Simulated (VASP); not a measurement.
# As (Fm-3m) in VASP: a series of runs, part 2 of 2

VASP 6.6.1. Earlier steps stand in the parts before.

**4. Single point, BLYP**

This run uses another cell than the first one, of 21.44 Å³/atom, 0.926 times its volume.

Contents of INCAR:

```
SYSTEM = As
AGGAC = 1.0 ; AGGAX = 1.0
ALDAC = 0.0 ; ALDAX = 1.0
ALGO = Normal ; EDIFF = 1E-7
ENCUT = 520 ; GGA = B5
ISIF = 2 ; ISMEAR = -1
LASPH = .TRUE. ; LCHARG = .FALSE.
LREAL = .FALSE. ; LWAVE = .FALSE.
NBANDS = 8 ; NELM = 100
PREC = Accurate ; SIGMA = 0.1
```

Contents of KPOINTS:

```
k-points
0
G
  20 20 20
  0 0 0
```

Contents of POSCAR:

```
As
1.0
    0.0000000000      2.2051013431      2.2051013431
    2.2051013431      0.0000000000      2.2051013431
    2.2051013431      2.2051013431      0.0000000000
As
1
Direct
    0.0000000000      0.0000000000      0.0000000000
```

Potentials or basis: VASP PAW PBE potentials, release 64 (As).

On the command line:

```sh
$ cat potpaw_PBE.64/As/POTCAR > POTCAR
$ mpirun -np 1 vasp_std > vasp.out
```

OUTCAR:

```text
SYSTEM = As
   EDIFF = 1E-7
   ENCUT = 520
   GGA = B5
   ISIF = 2
   ISMEAR = -1
   LASPH = .TRUE.
   LREAL = .FALSE.
   NELM = 100
   PREC = Accurate

 ion  position               nearest neighbor table
   1  0.000  0.000  0.000-

  LATTYP: Found a face centered cubic cell.
 ALAT       =     4.4102026862

  Lattice vectors:

 A1 = (   0.0000000000,   2.2051013431,   2.2051013431)
 A2 = (   2.2051013431,   0.0000000000,   2.2051013431)
 A3 = (   2.2051013431,   2.2051013431,   0.0000000000)

Analysis of symmetry for initial positions (statically):
=====================================================================
 Subroutine PRICEL returns:
 Original cell was already a primitive cell.

 Routine SETGRP: Setting up the symmetry group for a
 face centered cubic supercell.

 Subroutine GETGRP returns: Found 48 space group operations
 (whereof 48 operations were pure point group operations)
 out of a pool of 48 trial point group operations.

The static configuration has the point symmetry O_h .

Analysis of symmetry for dynamics (positions and initial velocities):
=====================================================================
 Subroutine PRICEL returns:
 Original cell was already a primitive cell.

 Routine SETGRP: Setting up the symmetry group for a
 face centered cubic supercell.

 Subroutine GETGRP returns: Found 48 space group operations
 (whereof 48 operations were pure point group operations)
 out of a pool of 48 trial point group operations.

The dynamic configuration has the point symmetry O_h .

 Subroutine INISYM returns: Found 48 space group operations
 (whereof 48 operations are pure point group operations),
 and found     1 'primitive' translations

----------------------------------------------------------------------------------------

                                     Primitive cell

  volume of cell :      21.4445

  direct lattice vectors                    reciprocal lattice vectors
     0.000000000  2.205101343  2.205101343    -0.226746948  0.226746948  0.226746948
     2.205101343  0.000000000  2.205101343     0.226746948 -0.226746948  0.226746948
     2.205101343  2.205101343  0.000000000     0.226746948  0.226746948 -0.226746948

  length of vectors
     3.118484226  3.118484226  3.118484226     0.392737235  0.392737235  0.392737235

  position of ions in fractional coordinates (direct lattice)
     0.000000000  0.000000000  0.000000000

  ion indices of the primitive-cell ions
   primitive index   ion index
                 1           1

----------------------------------------------------------------------------------------

 KPOINTS: k-points

Automatic generation of k-mesh.
 Grid dimensions read from file:
 generate k-points for:   20   20   20

 Generating k-lattice:

  Cartesian coordinates                     Fractional coordinates (reciprocal lattice)
    -0.011337347  0.011337347  0.011337347     0.050000000  0.000000000  0.000000000
     0.011337347 -0.011337347  0.011337347     0.000000000  0.050000000  0.000000000
     0.011337347  0.011337347 -0.011337347     0.000000000  0.000000000  0.050000000

  Length of vectors
     0.019636862  0.019636862  0.019636862

  Shift w.r.t. Gamma in fractional coordinates (k-lattice)
     0.000000000  0.000000000  0.000000000

 Subroutine IBZKPT returns following result:
 ===========================================

 Found    256 irreducible k-points:

 Following reciprocal coordinates:
            Coordinates               Weight
  0.000000  0.000000  0.000000      1.000000
  0.050000  0.000000  0.000000      8.000000
  0.100000  0.000000  0.000000      8.000000
  0.150000  0.000000  0.000000      8.000000
  0.200000  0.000000  0.000000      8.000000
  0.250000  0.000000  0.000000      8.000000
[... 16 lines left out ...]
 -0.400000  0.050000  0.000000     24.000000
 -0.350000  0.050000  0.000000     24.000000
 [... further k-points ...]
   k-points           NKPTS =    256   k-points in BZ     NKDIM =    256   number of bands    NBANDS=      8
   number of dos      NEDOS =    301   number of ions     NIONS =      1
   total plane-waves  NPLWV =  13824
   dimension x,y,z NGX =    24 NGY =   24 NGZ =   24
   dimension x,y,z NGXF=    48 NGYF=   48 NGZF=   48
   ions per type =               1
   NGX,Y,Z   is equivalent  to a cutoff of  12.79, 12.79, 12.79 a.u.
   NGXF,Y,Z  is equivalent  to a cutoff of  25.59, 25.59, 25.59 a.u.
 SYSTEM =  As
   PREC   = accura    normal or accurate (medium, high low for compatibility)
   ISTART =      0    job   : 0-new  1-cont  2-samecut
   ICHARG =      2    charge: 1-file 2-atom 10-const
   ISPIN  =      1    spin polarized calculation?
   LNONCOLLINEAR =      F non collinear calculations
   LSORBIT =      F    spin-orbit coupling
   LASPH  =      T    aspherical Exc in radial PAW
   ENCUT  =  520.0 eV  38.22 Ry    6.18 a.u.   5.80  5.80  5.80*2*pi/ulx,y,z
   NELM   =    100;   NELMIN=  2; NELMDL= -5     # of ELM steps
   EDIFF  = 0.1E-06   stopping-criterion for ELM
   LREAL  =      F    real-space projection
   EDIFFG = 0.1E-05   stopping-criterion for IOM
   NSW    =      0    number of steps for IOM
   IBRION =     -1    ionic relax: 0-MD 1-quasi-New 2-CG
   NFREE  =      0    steps in history (QN), initial steepest desc. (CG)
   ISIF   =      2    stress and relaxation
   ISYM   =      2    0-nonsym 1-usesym 2-fastsym
   POTIM  = 0.5000    time-step for ionic-motion
   TEBEG  =    0.0;   TEEND  =   0.0 temperature during run
   PSTRESS=    0.0 pullay stress
   NELECT =       5.0000    total number of electrons
   NUPDOWN=      -1.0000    fix difference up-down
   EMIN   =  10.00;   EMAX   =-10.00  energy-range for DOS
   EFERMI =   0.00;   METHOD = LEGACY
   ISMEAR =    -1;   SIGMA  =   0.10  broadening in eV -4-tet -1-fermi 0-gaus
   EFERMI_NEDOS =   21; number of points for ismear=-14 and -15
   IALGO  =     38    algorithm
   IMIX   =      4    mixing-type and parameters
     AMIX     =   0.40;   BMIX     =  1.00
     AMIX_MAG =   1.60;   BMIX_MAG =  1.00
  volume/ion in A,a.u.               =      21.44       144.71
  Fermi-wavevector in a.u.,A,eV,Ry     =   1.007611  1.904109 13.813725  1.015280
  Thomas-Fermi vector in A             =   2.140427
   LORBIT       =      0    0 simple, 1 ext, 2 COOP (PROOUT), +10 PAW based schemes
   GGA     = B5    functional components
   LHFCALC =     F    Hartree Fock is set to
   AEXX    =    0.0000 exact exchange contribution
   IVDW    =     0    specifies the selected vdW correction
   LEPSILON=     F    determine dielectric tensor
   LRPA    =     F    only Hartree local field effects (RPA)
 non-spin polarized calculation
  energy-cutoff  :      520.00
  volume of cell :       21.44
 maximum number of plane-waves:       589
   NGX = 11   NGY = 11   NGZ = 11

 number of electron       5.0000000 magnetization

 Free energy of the ion-electron system (eV)
  ---------------------------------------------------
  ext. energy  EPLUGINS =         0.00000000
  ---------------------------------------------------
  free energy    TOTEN  =        -3.28336094 eV

  energy without entropy =       -3.26045718  energy(sigma->0) =       -3.27190906

 E-fermi :   5.7240     XC(G=0):  -9.5744

 val. band max:        5.7207460774   @ k =   0.2500   0.1000   0.0000
 cond. band min:       5.7490918608   @ k =  -0.3500   0.2000   0.0500
 fundamental gap:      0.0283457834
 Fermi energy:         5.7240388163

 k-point     1 :       0.0000    0.0000    0.0000
  band No.  band energies     occupation
      1      -8.4472      2.00000
      2      10.3974      0.00000
      3      10.3974      0.00000
      4      10.3974      0.00000
      5      17.7387      0.00000
      6      17.7387      0.00000
      7      17.7387      0.00000
      8      18.3116      0.00000

 k-point     2 :       0.0500    0.0000    0.0000
  band No.  band energies     occupation
      1      -8.3956      2.00000
      2       9.9895      0.00000
      3      10.3464      0.00000
      4      10.3464      0.00000
      5      17.4798      0.00000
      6      17.8448      0.00000
      7      17.8448      0.00000
      8      18.5833      0.00000
[... 221 lines left out ...]
 k-point    23 :      -0.4000    0.0500    0.0000
  band No.  band energies     occupation
      1      -5.3054      2.00000
      2       0.7194      2.00000
      3       8.5557      0.00000
      4       9.1048      0.00000
      5      15.2560      0.00000
      6      16.7293      0.00000
      7      17.0450      0.00000
      8      20.3943      0.00000

 k-point    24 :      -0.3500    0.0500    0.0000
  band No.  band energies     occupation
      1      -5.8613      2.00000
      2       1.7112      2.00000
      3       8.5981      0.00000
      4       9.2884      0.00000
      5      15.3668      0.00000
      6      17.0781      0.00000
      7      17.2377      0.00000
      8      20.7035      0.00000

 [... further k-points ...]
[... 5 lines left out ...]
  --------------------------------------------------------------------------------------
  -------------------------------------------------------------------------------------
  Total        0.0090970      0.0090970      0.0090970      0.0000000     -0.0000000     -0.0000000
  in kB        0.6796639      0.6796639      0.6796639      0.0000000     -0.0000000     -0.0000000
  external PRESSURE =       0.6796639 kB  Pullay stress =       0.0000000 kB

 VOLUME and BASIS-vectors are now :
 -----------------------------------------------------------------------------
  energy-cutoff  :      520.00
  volume of cell :       21.44
      direct lattice vectors                 reciprocal lattice vectors
     0.000000000  2.205101343  2.205101343    -0.226746948  0.226746948  0.226746948
     2.205101343  0.000000000  2.205101343     0.226746948 -0.226746948  0.226746948
     2.205101343  2.205101343  0.000000000     0.226746948  0.226746948 -0.226746948

 POSITION                                       TOTAL-FORCE (eV/Angst)
 -----------------------------------------------------------------------------------
      0.00000      0.00000      0.00000         0.000000      0.000000     -0.000000
 -----------------------------------------------------------------------------------
    total drift:                               -0.000000      0.000000      0.000000

  FREE ENERGIE OF THE ION-ELECTRON SYSTEM (eV)
  ---------------------------------------------------
  free  energy   TOTEN  =        -3.2833609424 eV

  energy  without entropy=       -3.2604571842  energy(sigma->0) =       -3.27190906
```

It took 21 s on 1 thread of AMD EPYC 9R45 (Zen 5), shared host; peak memory 0.13 GiB.

What came out:

```yaml
Free_energy: -3.2834 eV
Pressure: 0.1 GPa
```

Caveat: the PAW data sets were made with another functional, which shifts forces and pressure a little.

**5. Overview**

```csv
cell,k mesh,gap on the mesh (eV),pressure (GPa)
"a = 3.200 Å, angles 60.0°, 1 atom",14 × 14 × 14,none,-3.8
"a = 3.239 Å, angles 60.0°, 1 atom",14 × 14 × 14,none,-5.2
"a = 3.118 Å, angles 60.0°, 1 atom",20 × 20 × 20,none,0.1
```

Alike in all rows: task single point; level BLYP; potentials or basis VASP PAW PBE potentials, release 64 (As); no spin polarisation; cutoff (eV) 520; smearing fermi-dirac 0.1 eV.

Caveats: the PAW data sets were made with another functional, which shifts forces and pressure a little.

Absolute energies hang on the potentials; compare differences alone.
